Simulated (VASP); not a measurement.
The system is BaBr.

```
Ba Br
1.0
     4.50791    0.00000    0.00000
    -2.25396    3.90397    0.00000
     0.00000    0.00000    4.78962
Ba Br
1 1
Direct
  0.66667 0.33333 0.50000
  0.00000 0.00000 0.00000
```

| Property | Result |
| --- | --- |
| Program | VASP 6.6.1 |
| Task | relaxation of cell and atoms |
| Functional | PBE |
| Potentials or basis | VASP PAW PBE potentials, release 64 (Ba_sv, Br) |
| Cutoff | 600 eV |
| k mesh | 6 × 6 × 4 |
| Occupations | gaussian, width 0.1 eV |
| Spin | no spin polarisation |

At the start: pressure -1.1 GPa; volume 42.15 Å³/atom.

Problem. How do energy, volume and symmetry change on relaxing?

Solution. Over 6 steps the energy falls by 14.8 meV/atom and the volume is 38.89 Å³/atom (-7.7 %); space group P-6m2 (No. 187, to 0.05 Å).

Step by step:
```csv
step,energy change (eV),largest force (eV/Å),pressure (GPa),volume (Å³)
1,0.0000,0.0000,-1.15,84.29
2,-0.0212,0.0000,-0.56,80.67
3,-0.0273,0.0000,-0.07,78.18
4,-0.0276,0.0000,0.05,77.58
5,-0.0283,0.0000,0.03,77.64
6,-0.0295,0.0000,-0.01,77.78
```

Final structure:
```
Ba Br
1.0
     4.33230    0.00000    0.00000
    -2.16615    3.75188    0.00000
     0.00000    0.00000    4.78521
Ba Br
1 1
Cartesian
  2.1661 1.2506 2.3926
  -2.1662 3.7519 0.0000
```

Caveat: an odd number of electrons without spin polarisation forces a metal; a magnetic or distorted state may lie lower.
